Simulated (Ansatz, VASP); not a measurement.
**AlGa2N3 in VASP and in Ansatz**

```
CELL_PARAMETERS angstrom
-1.59232 1.59232 6.73581
1.59232 -1.59232 6.73581
1.59232 1.59232 -6.73581
ATOMIC_POSITIONS crystal
Al 0.50000 0.50000 0.00000
Ga 0.83539 0.83539 0.00000
Ga 0.16461 0.16461 0.00000
N 0.42152 0.92152 0.50000
N 0.07848 0.57848 0.50000
N 0.75000 0.25000 0.50000
```

Alike in both runs: functional PBE; k mesh 8 × 8 × 8; occupations gaussian, width 0.1 eV; no spin polarisation.

Ansatz relaxed the structure, and its values are those at the end. VASP's run is a single point on that final structure, the one shown.

|  | VASP | Ansatz |
| --- | --- | --- |
| version | VASP 6.6.1 | Ansatz 0.2.0 |
| potentials or method | VASP PAW PBE potentials, release 64 (Al, Ga_d, N), cutoff 520 eV | scalar-relativistic, plane waves, PAW |
| valence electrons in the cell | 44 | 44 |

|  | VASP | Ansatz | Ansatz less VASP |
| --- | --- | --- | --- |
| gap on the k mesh at the Fermi level (eV) | 2.25 | 2.24 | -0.006 |
| least direct gap on the mesh (eV) | 2.25 | 2.24 | -0.006 |
| pressure (GPa) | 0.0 | 0.0 | +0.03 |
| rms of the force components (eV/Å) | 0.009 | 0.002 | -0.0066 |
